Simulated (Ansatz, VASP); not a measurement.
Given: the input of a run of VASP 6.6.1 on InAs.

Contents of POSCAR:

```
InAs
1.0
    0.0000000000      2.8963595487      2.8963595487
    2.8963595487      0.0000000000      2.8963595487
    2.8963595487      2.8963595487      0.0000000000
In As
1 1
Direct
    0.5000000000      0.5000000000      0.5000000000
    0.0000000000      0.0000000000      0.0000000000
```

INCAR.step1

```
PREC = Accurate
ENCUT = 520
ISMEAR = -1
SIGMA = 0.05
LREAL = False
LASPH = True
NELM = 80
NBANDS = 16
GGA = PE
ALGO = Normal
EDIFF = 1E-4
LWAVE = True
LCHARG = False
```

INCAR.step2

```
PREC = Accurate
ENCUT = 520
EDIFF = 1E-6
ISMEAR = -1
SIGMA = 0.05
LREAL = False
LASPH = True
NELM = 80
ALGO = Normal
ISIF = 2
LWAVE = False
LCHARG = False
METAGGA = R2SCAN
LMIXTAU = True
NBANDS = 16
ISTART = 1
```

KPOINTS

```
regular mesh
0
Gamma
  8 8 8
```

Potentials or basis: VASP PAW PBE potentials, release 64 (In_d, As).

Run with:

```console
$ cat potpaw_PBE.64/In_d/POTCAR potpaw_PBE.64/As/POTCAR > POTCAR
$ cp INCAR.step1 INCAR
$ mpirun -np 1 vasp_std > vasp.out
$ cp INCAR.step2 INCAR
$ mpirun -np 1 vasp_std > vasp.out
```

Set up the same calculation for Ansatz 0.2.0. Potentials there: Ansatz PAW.

As run (the cutoff follows the program's own potentials):

Contents of input.yaml:

```yaml
crystal:
  lattice:
    - [0.0, 2.8963595487, 2.8963595487]
    - [2.8963595487, 0.0, 2.8963595487]
    - [2.8963595487, 2.8963595487, 0.0]
  atoms:
    - { symbol: In, position: [0.5, 0.5, 0.5] }
    - { symbol: As, position: [0.0, 0.0, 0.0] }
hamiltonian:
  xc: r2scan
  pseudopotentials: { kind: paw }
kpoints:
  mp_grid: { grid: [8, 8, 8] }
scf:
  occupations: { method: fermi_dirac, width: 0.05 }
output:
  forces: true
  stress: true
  eigenvalues: true
```

Potentials or basis: Ansatz PAW.

Launch:

```console
$ ansatz run input.yaml --threads 2 --pin off --max-ram 5632MiB --backend cpu --events-out ev --progress --plain --runs-dir out
```

Both were run:

|  | VASP | Ansatz | Ansatz less VASP |
| --- | --- | --- | --- |
| gap on the k mesh at the Fermi level (eV) | none | none | - |
| pressure (GPa) | -3.4 | -3.5 | -0.05 |

VASP's potentials were made for PBE, not for r2SCAN. A gap of «none» marks a metal or a gap that the smearing closes. VASP's potentials hold 18 valence electrons a cell and Ansatz's 28, so a difference there can come from the potentials and not from the codes.
